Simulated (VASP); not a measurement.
# Ir (Pm-3m) in VASP: notebook

Runs on Ir. Level: PBE. Tasks: relaxation of cell and atoms, single point.

All numbers are computed with VASP 6.6.1; they aren't measurements. Logs are shortened: lines on timing, memory, paths and dates and some standing lists are left out, and cuts for length are marked.

## 1. The cell of the first run

The structure is cubic, space group Pm-3m (No. 221). The conventional cell has a = 2.502 Å, b = 2.502 Å, c = 2.502 Å, α = 90.00°, β = 90.00°, γ = 90.00°. Ir (site symmetry m-3m) has 6 Ir at 2.50 Å within 3.3 Å.

## 2. Relaxation of cell and atoms, PBE

INCAR

```
ALGO = Normal
EDIFF = 1E-6
EDIFFG = -0.005
ENCUT = 600
GGA = PE
IBRION = 2
ISIF = 3
ISMEAR = -1
LASPH = True
LCHARG = False
LREAL = False
LWAVE = False
NELM = 80
NSW = 60
PREC = Accurate
SIGMA = 0.08
```

KPOINTS

```
k-points
0
Gamma
  17 17 17
```

POSCAR

```
Ir
1.0
    2.5022678089      0.0000000000      0.0000000000
    0.0000000000      2.5022678089      0.0000000000
    0.0000000000      0.0000000000      2.5022678089
Ir
1
Direct
    0.0000000000      0.0000000000      0.0000000000
```

Potentials or basis: VASP PAW PBE potentials, release 64 (Ir).

Run with:

```console
$ cat potpaw_PBE.64/Ir/POTCAR > POTCAR
$ mpirun -np 1 vasp_std > vasp.out
```

OUTCAR:

```text
EDIFF = 1E-6
   EDIFFG = -0.005
   ENCUT = 600
   GGA = PE
   IBRION = 2
   ISIF = 3
   ISMEAR = -1
   LASPH = True
   LREAL = False
   NELM = 80
   NSW = 60
   PREC = Accurate

 ion  position               nearest neighbor table
   1  0.000  0.000  0.000-

  LATTYP: Found a simple cubic cell.
 ALAT       =     2.5022678089

  Lattice vectors:

 A1 = (   2.5022678089,   0.0000000000,   0.0000000000)
 A2 = (   0.0000000000,   2.5022678089,   0.0000000000)
 A3 = (   0.0000000000,   0.0000000000,   2.5022678089)

Analysis of symmetry for initial positions (statically):
=====================================================================
 Subroutine PRICEL returns:
 Original cell was already a primitive cell.

 Routine SETGRP: Setting up the symmetry group for a
 simple cubic supercell.

 Subroutine GETGRP returns: Found 48 space group operations
 (whereof 48 operations were pure point group operations)
 out of a pool of 48 trial point group operations.

The static configuration has the point symmetry O_h .

Analysis of symmetry for dynamics (positions and initial velocities):
=====================================================================
 Subroutine PRICEL returns:
 Original cell was already a primitive cell.

 Routine SETGRP: Setting up the symmetry group for a
 simple cubic supercell.

 Subroutine GETGRP returns: Found 48 space group operations
 (whereof 48 operations were pure point group operations)
 out of a pool of 48 trial point group operations.

The dynamic configuration has the point symmetry O_h .

 Subroutine INISYM returns: Found 48 space group operations
 (whereof 48 operations are pure point group operations),
 and found     1 'primitive' translations

----------------------------------------------------------------------------------------

                                     Primitive cell

  volume of cell :      15.6676

  direct lattice vectors                    reciprocal lattice vectors
     2.502267809  0.000000000  0.000000000     0.399637479  0.000000000  0.000000000
     0.000000000  2.502267809  0.000000000     0.000000000  0.399637479  0.000000000
     0.000000000  0.000000000  2.502267809     0.000000000  0.000000000  0.399637479

  length of vectors
     2.502267809  2.502267809  2.502267809     0.399637479  0.399637479  0.399637479

  position of ions in fractional coordinates (direct lattice)
     0.000000000  0.000000000  0.000000000

  ion indices of the primitive-cell ions
   primitive index   ion index
                 1           1

----------------------------------------------------------------------------------------

 KPOINTS: k-points

Automatic generation of k-mesh.
 Grid dimensions read from file:
 generate k-points for:   17   17   17

 Generating k-lattice:

  Cartesian coordinates                     Fractional coordinates (reciprocal lattice)
     0.023508087  0.000000000  0.000000000     0.058823529  0.000000000  0.000000000
     0.000000000  0.023508087  0.000000000     0.000000000  0.058823529  0.000000000
     0.000000000  0.000000000  0.023508087     0.000000000  0.000000000  0.058823529

  Length of vectors
     0.023508087  0.023508087  0.023508087

  Shift w.r.t. Gamma in fractional coordinates (k-lattice)
     0.000000000  0.000000000  0.000000000

 Subroutine IBZKPT returns following result:
 ===========================================

 Found    165 irreducible k-points:

 Following reciprocal coordinates:
            Coordinates               Weight
  0.000000  0.000000  0.000000      1.000000
  0.058824  0.000000  0.000000      6.000000
  0.117647  0.000000  0.000000      6.000000
  0.176471  0.000000  0.000000      6.000000
  0.235294  0.000000  0.000000      6.000000
  0.294118  0.000000  0.000000      6.000000
[... 16 lines left out ...]
  0.411765  0.117647  0.000000     24.000000
  0.470588  0.117647  0.000000     24.000000
 [... further k-points ...]
   k-points           NKPTS =    165   k-points in BZ     NKDIM =    165   number of bands    NBANDS=      8
   number of dos      NEDOS =    301   number of ions     NIONS =      1
   total plane-waves  NPLWV =   8000
   dimension x,y,z NGX =    20 NGY =   20 NGZ =   20
   dimension x,y,z NGXF=    40 NGYF=   40 NGZF=   40
   ions per type =               1
   NGX,Y,Z   is equivalent  to a cutoff of  13.29, 13.29, 13.29 a.u.
   NGXF,Y,Z  is equivalent  to a cutoff of  26.58, 26.58, 26.58 a.u.
 SYSTEM =  unknown system
   PREC   = accura    normal or accurate (medium, high low for compatibility)
   ISTART =      0    job   : 0-new  1-cont  2-samecut
   ICHARG =      2    charge: 1-file 2-atom 10-const
   ISPIN  =      1    spin polarized calculation?
   LNONCOLLINEAR =      F non collinear calculations
   LSORBIT =      F    spin-orbit coupling
   LASPH  =      T    aspherical Exc in radial PAW
   ENCUT  =  600.0 eV  44.10 Ry    6.64 a.u.   5.00  5.00  5.00*2*pi/ulx,y,z
   NELM   =     80;   NELMIN=  2; NELMDL= -5     # of ELM steps
   EDIFF  = 0.1E-05   stopping-criterion for ELM
   LREAL  =      F    real-space projection
   EDIFFG = -.5E-02   stopping-criterion for IOM
   NSW    =     60    number of steps for IOM
   IBRION =      2    ionic relax: 0-MD 1-quasi-New 2-CG
   NFREE  =      1    steps in history (QN), initial steepest desc. (CG)
   ISIF   =      3    stress and relaxation
   ISYM   =      2    0-nonsym 1-usesym 2-fastsym
   POTIM  = 0.5000    time-step for ionic-motion
   TEBEG  =    0.0;   TEEND  =   0.0 temperature during run
   PSTRESS=    0.0 pullay stress
   NELECT =       9.0000    total number of electrons
   NUPDOWN=      -1.0000    fix difference up-down
   EMIN   =  10.00;   EMAX   =-10.00  energy-range for DOS
   EFERMI =   0.00;   METHOD = LEGACY
   ISMEAR =    -1;   SIGMA  =   0.08  broadening in eV -4-tet -1-fermi 0-gaus
   EFERMI_NEDOS =   21; number of points for ismear=-14 and -15
   IALGO  =     38    algorithm
   IMIX   =      4    mixing-type and parameters
     AMIX     =   0.40;   BMIX     =  1.00
     AMIX_MAG =   1.60;   BMIX_MAG =  1.00
  volume/ion in A,a.u.               =      15.67       105.73
  Fermi-wavevector in a.u.,A,eV,Ry     =   1.360886  2.571702 25.198151  1.852012
  Thomas-Fermi vector in A             =   2.487510
   LORBIT       =      0    0 simple, 1 ext, 2 COOP (PROOUT), +10 PAW based schemes
   GGA     = PE    functional components
   LHFCALC =     F    Hartree Fock is set to
   AEXX    =    0.0000 exact exchange contribution
   IVDW    =     0    specifies the selected vdW correction
   LEPSILON=     F    determine dielectric tensor
   LRPA    =     F    only Hartree local field effects (RPA)
 conjugate gradient relaxation of ions
 non-spin polarized calculation
  energy-cutoff  :      600.00
  volume of cell :       15.67
 maximum number of plane-waves:       537
 NGX is ok and might be reduce to    20
   NGX =  9   NGY =  9   NGZ =  9

--------------------------------------- Ionic step        1  -------------------------------------------

 number of electron       9.0000000 magnetization

 Free energy of the ion-electron system (eV)
  ---------------------------------------------------
  ext. energy  EPLUGINS =         0.00000000
  ---------------------------------------------------
  free energy    TOTEN  =        -7.78487593 eV

  energy without entropy =       -7.75856316  energy(sigma->0) =       -7.77171955

------------------------ aborting loop because EDIFF is reached ----------------------------------------

  FORCE on cell =-STRESS in cart. coord.  units (eV):
  Direction    XX          YY          ZZ          XY          YZ          ZX
  --------------------------------------------------------------------------------------
  -------------------------------------------------------------------------------------
  Total        2.4076593      2.4076593      2.4076593     -0.0000000     -0.0000000      0.0000000
  in kB      246.2091836    246.2091836    246.2091836     -0.0000000     -0.0000000      0.0000000
  external PRESSURE =     246.2091836 kB  Pullay stress =       0.0000000 kB
[... 86 lines left out ...]
  FREE ENERGIE OF THE ION-ELECTRON SYSTEM (eV)
  ---------------------------------------------------
  free  energy   TOTEN  =        -7.8787962895 eV

  energy  without entropy=       -7.8479408231  energy(sigma->0) =       -7.86336856

[... ionic steps 4 to 15 ...]

--------------------------------------- Ionic step       16  -------------------------------------------

 number of electron       9.0000000 magnetization

------------------------ aborting loop because EDIFF is reached ----------------------------------------

  FORCE on cell =-STRESS in cart. coord.  units (eV):
  Direction    XX          YY          ZZ          XY          YZ          ZX
  --------------------------------------------------------------------------------------
  -------------------------------------------------------------------------------------
  Total        0.0118634      0.0118634      0.0118634     -0.0000000     -0.0000000     -0.0000000
  in kB        1.1182634      1.1182634      1.1182634     -0.0000000     -0.0000000     -0.0000000
  external PRESSURE =       1.1182634 kB  Pullay stress =       0.0000000 kB
[... 55 lines left out ...]
  energy  without entropy=       -7.8494264555  energy(sigma->0) =       -7.86461052

--------------------------------------- Ionic step       18  -------------------------------------------

 number of electron       9.0000000 magnetization

 Free energy of the ion-electron system (eV)
  ---------------------------------------------------
  ext. energy  EPLUGINS =         0.00000000
  ---------------------------------------------------
  free energy    TOTEN  =        -7.87979541 eV

  energy without entropy =       -7.84941964  energy(sigma->0) =       -7.86460752

 E-fermi :   7.4100     XC(G=0): -12.7441

 val. band max:        7.4066807760   @ k =   0.3529   0.2353   0.0588
 cond. band min:       7.4146577109   @ k =   0.2941   0.2353   0.2353
 fundamental gap:      0.0079769349
 Fermi energy:         7.4099727535

 k-point     1 :       0.0000    0.0000    0.0000
  band No.  band energies     occupation
      1      -1.6618      2.00000
      2       1.4958      2.00000
      3       1.4958      2.00000
      4       8.6926      0.00000
      5       8.6926      0.00000
      6       8.6926      0.00000
      7      22.9956      0.00000
      8      22.9956      0.00000
[... 243 lines left out ...]
 k-point    24 :       0.4706    0.1176    0.0000
  band No.  band energies     occupation
      1       1.6496      2.00000
      2       2.6437      2.00000
      3       4.3977      2.00000
      4       6.0534      2.00000
      5       8.0281      0.00088
      6       8.5758      0.00000
      7      13.3744      0.00000
      8      24.1611      0.00000

 [... further k-points ...]

------------------------ aborting loop because EDIFF is reached ----------------------------------------

  FORCE on cell =-STRESS in cart. coord.  units (eV):
  Direction    XX          YY          ZZ          XY          YZ          ZX
  --------------------------------------------------------------------------------------
  -------------------------------------------------------------------------------------
  Total        0.0047122      0.0047122      0.0047122      0.0000000      0.0000000     -0.0000000
  in kB        0.4440869      0.4440869      0.4440869      0.0000000      0.0000000     -0.0000000
  external PRESSURE =       0.4440869 kB  Pullay stress =       0.0000000 kB
[... 16 lines left out ...]
  FREE ENERGIE OF THE ION-ELECTRON SYSTEM (eV)
  ---------------------------------------------------
  free  energy   TOTEN  =        -7.8797954061 eV

  energy  without entropy=       -7.8494196411  energy(sigma->0) =       -7.86460752

 reached required accuracy - stopping structural energy minimisation
```

Wall time 54 s (1 thread of Intel Xeon Platinum 8375C at 2.90GHz (Ice Lake), shared host); peak memory 0.15 GiB.

Results:

```yaml
Free_energy: -7.8798 eV
Relaxed_volume: 17.00 Å³/atom
Relaxed_cell: a = 2.571 Å, b = 2.571 Å, c = 2.571 Å, α = 90.00°, β = 90.00°, γ = 90.00°
Space_group_after_relaxing_to_0.05_Å: Pm-3m (No. 221)
Energy_gained_by_relaxing: 94.9 meV/atom
Ionic_steps: 18
Pressure_after_relaxing: 0.0 GPa
```

The path:
| step | energy change (eV) | largest force (eV/Å) | pressure (GPa) | volume (Å³) |
| --- | --- | --- | --- | --- |
| 1 | 0.0000 | 0.0000 | 24.62 | 15.67 |
| 2 | 0.5255 | 0.0000 | -32.05 | 21.79 |
| 3 | -0.0939 | 0.0000 | -2.10 | 17.15 |
| 4 | -0.0949 | 0.0000 | -0.29 | 17.02 |
| 5 | -0.0949 | 0.0000 | 0.13 | 17.00 |
| 6 | -0.0949 | 0.0000 | 0.13 | 17.00 |
| 7 | -0.0949 | 0.0000 | 0.13 | 17.00 |
| 8 | -0.0949 | 0.0000 | 0.12 | 17.00 |
| 9 | -0.0949 | 0.0000 | 0.12 | 17.00 |
| 10 | -0.0949 | 0.0000 | 0.12 | 17.00 |
| 11 | -0.0949 | 0.0000 | 0.12 | 17.00 |
| 12 | -0.0949 | 0.0000 | 0.12 | 17.00 |
| 13 | -0.0949 | 0.0000 | 0.12 | 17.00 |
| 14 | -0.0949 | 0.0000 | 0.12 | 17.00 |
| 15 | -0.0949 | 0.0000 | 0.12 | 17.00 |
| 16 | -0.0949 | 0.0000 | 0.11 | 17.00 |
| 17 | -0.0949 | 0.0000 | 0.11 | 17.00 |
| 18 | -0.0949 | 0.0000 | 0.04 | 17.00 |

Final structure:
```
CELL_PARAMETERS angstrom
2.57132 0.00000 0.00000
0.00000 2.57132 0.00000
0.00000 0.00000 2.57132
ATOMIC_POSITIONS crystal
Ir 0.00000 0.00000 0.00000
```

Caveat: spin-orbit coupling is left out, which moves the levels of the heavy elements.

## 3. Single point, PBE

This run uses another cell than the first one, of 6.80 Å³/atom, 0.434 times its volume.

INCAR

```
SYSTEM = Ir
ALGO = Normal
EDIFF = 1E-6
ENCUT = 520
GGA = PE
ISIF = 2
ISMEAR = -1
ISYM = 0
LASPH = .TRUE.
LCHARG = .FALSE.
LREAL = .FALSE.
LWAVE = .FALSE.
NBANDS = 10
NELM = 60
PREC = Accurate
SIGMA = 0.025
```

KPOINTS

```
Automatic mesh
0
Gamma
  17 17 17
  0.5 0.5 0.5
```

POSCAR

```
Ir
1.0
    1.8942629581      0.0000000000      0.0000000000
    0.0000000000      1.8942629581      0.0000000000
    0.0000000000      0.0000000000      1.8942629581
Ir
1
Direct
    0.0000000000      0.0000000000      0.0000000000
```

Potentials or basis: VASP PAW PBE potentials, release 64 (Ir).

Run with:

```console
$ cat potpaw_PBE.64/Ir/POTCAR > POTCAR
$ mpirun -np 1 vasp_std > vasp.out
```

Wall time 83 s (1 thread of Intel Xeon Platinum 8375C at 2.90GHz (Ice Lake), shared host); peak memory 0.28 GiB.

The run converged, but its numbers aren't listed here, since they failed a check.

Caveat: spin-orbit coupling is left out, which moves the levels of the heavy elements.

## 4. Single point, PBE

This run uses another cell than the first one, of 17.00 Å³/atom, 1.085 times its volume.

INCAR

```
PREC = Accurate ; ENCUT = 500
EDIFF = 1E-6 ; ISMEAR = -1
SIGMA = 0.08 ; LREAL = False
LASPH = True ; NELM = 120
ALGO = Normal ; ISIF = 2
LWAVE = False ; LCHARG = True
GGA = PE ; LELF = True
LVHAR = True ; NBANDS = 10
GGA_COMPAT = False
```

KPOINTS is that of step 3.

POSCAR

```
Ir
1.0
    2.5714028873      0.0000000000      0.0000000000
    0.0000000000      2.5714028873      0.0000000000
    0.0000000000      0.0000000000      2.5714028873
Ir
1
Direct
    0.0000000000      0.0000000000      0.0000000000
```

Potentials or basis: VASP PAW PBE potentials, release 64 (Ir).

Run with:

```console
$ cat potpaw_PBE.64/Ir/POTCAR > POTCAR
$ mpirun -np 1 vasp_std > vasp.out
```

OUTCAR:

```text
PREC = Accurate
   ENCUT = 500
   EDIFF = 1E-6
   ISMEAR = -1
   LREAL = False
   LASPH = True
   NELM = 120
   ISIF = 2
   GGA = PE

 ion  position               nearest neighbor table
   1  0.000  0.000  0.000-

  LATTYP: Found a simple cubic cell.
 ALAT       =     2.5714028873

  Lattice vectors:

 A1 = (   2.5714028873,   0.0000000000,   0.0000000000)
 A2 = (   0.0000000000,   2.5714028873,   0.0000000000)
[... 489 lines left out ...]
      8      24.2887      0.00000
      9      26.3304      0.00000
     10      26.8198      0.00000

 [... further k-points ...]

------------------------ aborting loop because EDIFF is reached ----------------------------------------

  FORCE on cell =-STRESS in cart. coord.  units (eV):
  Direction    XX          YY          ZZ          XY          YZ          ZX
  --------------------------------------------------------------------------------------
  -------------------------------------------------------------------------------------
  Total        0.0091564      0.0091564      0.0091564     -0.0000000      0.0000000     -0.0000000
  in kB        0.8628270      0.8628270      0.8628270     -0.0000000      0.0000000     -0.0000000
  external PRESSURE =       0.8628270 kB  Pullay stress =       0.0000000 kB

 VOLUME and BASIS-vectors are now :
 -----------------------------------------------------------------------------
  energy-cutoff  :      500.00
  volume of cell :       17.00
      direct lattice vectors                 reciprocal lattice vectors
     2.571402887  0.000000000  0.000000000     0.388892773  0.000000000  0.000000000
     0.000000000  2.571402887  0.000000000     0.000000000  0.388892773  0.000000000
     0.000000000  0.000000000  2.571402887     0.000000000  0.000000000  0.388892773

 POSITION                                       TOTAL-FORCE (eV/Angst)
 -----------------------------------------------------------------------------------
      0.00000      0.00000      0.00000         0.000000      0.000000      0.000000
 -----------------------------------------------------------------------------------
    total drift:                               -0.000000      0.000000      0.000000

  FREE ENERGIE OF THE ION-ELECTRON SYSTEM (eV)
  ---------------------------------------------------
  free  energy   TOTEN  =        -7.8729327911 eV

  energy  without entropy=       -7.8384342725  energy(sigma->0) =       -7.85568353
```

OSZICAR:

```text
N       E                     dE             d eps       ncg     rms          rms(c)
DAV:   1     0.469603145719E+02    0.46960E+02   -0.41656E+03  3324   0.773E+02
DAV:   2    -0.730045823821E+01   -0.54261E+02   -0.51969E+02  3374   0.188E+02
DAV:   3    -0.827252739899E+01   -0.97207E+00   -0.96743E+00  3834   0.304E+01
DAV:   4    -0.828228592562E+01   -0.97585E-02   -0.97565E-02  3800   0.292E+00
DAV:   5    -0.828250197059E+01   -0.21604E-03   -0.21604E-03  3826   0.418E-01    0.110E+01
DAV:   6    -0.792376363718E+01    0.35874E+00   -0.78347E-01  3842   0.101E+01    0.460E+00
DAV:   7    -0.787745675861E+01    0.46307E-01   -0.15242E-01  4512   0.399E+00    0.152E+00
DAV:   8    -0.787508049086E+01    0.23763E-02   -0.91587E-03  3622   0.135E+00    0.101E+00
DAV:   9    -0.787292924309E+01    0.21512E-02   -0.11164E-03  3654   0.485E-01    0.268E-02
DAV:  10    -0.787293308781E+01   -0.38447E-05   -0.58287E-06  3918   0.234E-02    0.622E-03
DAV:  11    -0.787293279113E+01    0.29668E-06   -0.19472E-07  2078   0.378E-03
   1 F= -.78729328E+01 E0= -.78556835E+01  d E =-.344985E-01
```

Run time: 11 s. Hardware: 1 thread of Intel Xeon Platinum 8488C (Sapphire Rapids), shared host; peak memory 0.15 GiB.

What came out:

| Quantity | Value |
| --- | --- |
| Free energy | -7.8729 eV |
| Pressure | 0.1 GPa |

Caveat: spin-orbit coupling is left out, which moves the levels of the heavy elements.
